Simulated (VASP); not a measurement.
## Mg: single point with PBE+D4

Crystal: Mg.

```
CELL_PARAMETERS angstrom
3.17606 0.00000 0.00000
-1.58803 2.75055 0.00000
0.00000 0.00000 5.32040
ATOMIC_POSITIONS crystal
Mg 0.66667 0.33333 0.75000
Mg 0.33333 0.66667 0.25000
```

```json
{
 "Program": "VASP 6.6.1",
 "Task": "single point",
 "Functional": "PBE",
 "Dispersion": "D4",
 "Potentials or basis": "VASP PAW PBE potentials, release 64 (Mg)",
 "Cutoff": "520 eV",
 "k mesh": "10 × 10 × 5",
 "Occupations": "fermi-dirac, width 0.05 eV",
 "Spin": "no spin polarisation"
}
```

```yaml
Pressure: -0.1 GPa
Band_gap_on_the_k_mesh: zero (band 2 reaches 3.14 eV, above the bottom of band 3 at 1.04 eV)
Dispersion_energy_per_atom: -0.161 eV
```

Levels at points of the mesh, in eV from the Fermi level:
```
           k point  band 1  band 2  band 3  band 4  band 5  band 6  band 7
(0.00, 0.00, 0.00)   -6.93   -1.86   -1.58   11.15   11.15   11.31   11.31
(0.50, 0.00, 0.00)   -2.09   -2.06    2.56    2.91    2.99    3.48    7.08
```

It took 16 s on 1 thread of AMD EPYC 7R43 64-Core Processor (Zen 3), on a shared host, peak memory 0.12 GiB.

Caveat: pairwise dispersion overbinds metals, which lowers pressure and volume.
